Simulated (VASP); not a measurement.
Input of a VASP 6.6.1 run:

INCAR

```
ALGO = Normal
EDIFF = 1E-6
ENCUT = 520
GGA = PE
ISIF = 2
ISMEAR = -1
LASPH = T
LCHARG = F
LREAL = F
LWAVE = F
NBANDS = 20
NELM = 80
PREC = Accurate
SIGMA = 0.1
```

Contents of KPOINTS:

```
k-points
0
Gamma
  4 4 4
```

File POSCAR:

```
SiB6
1.0
    4.1371010000      0.0000000000      0.0000000000
    0.0000000000      4.1371010000      0.0000000000
    0.0000000000      0.0000000000      4.1371010000
B Si
6 1
Direct
    0.1758412473      0.4582638906      0.4767323785
    0.4765310298      0.1590529214      0.4743964433
    0.7842228169      0.4659412473      0.4746495191
    0.4704161199      0.7696575452      0.4678575650
    0.4961870643      0.4594758504      0.1619914525
    0.4840923632      0.4733751968      0.7756182409
    0.0339527606      0.0826259741      0.0493712868
```

Potentials or basis: VASP PAW PBE potentials, release 64 (B, Si).

Command:

```bash
$ cat potpaw_PBE.64/B/POTCAR potpaw_PBE.64/Si/POTCAR > POTCAR
$ mpirun -np 1 vasp_std > vasp.out
```

Q: What does it give for the largest force?

A: 1.981 eV/Å.

Q: What does it give for the band gap on the k mesh?

A: Zero (bands 11 and 12 overlap by 0.08 eV).

Q: What does it give for the pressure?

A: 0.5 GPa.

Stress tensor (GPa, compression positive):
```
-0.54 -1.48 -0.09
-1.48  1.68 -3.08
-0.09 -3.08  0.45
```

Caveat: the k points lie up to 0.38 Å⁻¹ apart; forces of over 1 eV/Å act on the atoms, so gaps and moduli don't describe the material at rest.
